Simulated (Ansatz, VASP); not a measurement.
## CoSi in VASP and in Ansatz

```
CELL_PARAMETERS angstrom
4.09854 0.00000 0.00000
0.00000 4.76316 0.00000
0.00000 0.00000 4.43085
ATOMIC_POSITIONS crystal
Co 0.14502 0.14502 0.14502
Co 0.35498 0.85498 0.64502
Co 0.64502 0.35498 0.85498
Co 0.85498 0.64502 0.35498
Si 0.84316 0.84316 0.84316
Si 0.65684 0.15684 0.34316
Si 0.34316 0.65684 0.15684
Si 0.15684 0.34316 0.65684
```

Change from the starting cell: strain -0.0750 x Voigt [1, -1, 0, 0, 0, 0], atoms carried along.

Alike in both runs: task single point; functional PBE; k mesh 10 × 10 × 10; occupations gaussian, width 0.15 eV; no spin polarisation.

```csv
,VASP,Ansatz
version,VASP 6.6.1,Ansatz 0.2.0
potentials or method,"VASP PAW PBE potentials, release 64 (Co, Si), cutoff 520 eV","scalar-relativistic, plane waves, PAW"
valence electrons in the cell,52,84
```

```csv
,VASP,Ansatz,Ansatz less VASP
gap on the k mesh at the Fermi level (eV),none,none,-
pressure (GPa),5.6,5.7,+0.08
"traceless stress, the component that is largest in VASP (GPa)",21.12,21.03,-0.092
rms of the force components (eV/Å),0.211,0.208,-0.0032
```

Atom by atom the forces differ by 0.007 eV/Å (rms over components). A gap of «none» marks a metal or a gap that the smearing closes. VASP's potentials hold 52 valence electrons a cell and Ansatz's 84, so a difference there can come from the potentials and not from the codes.
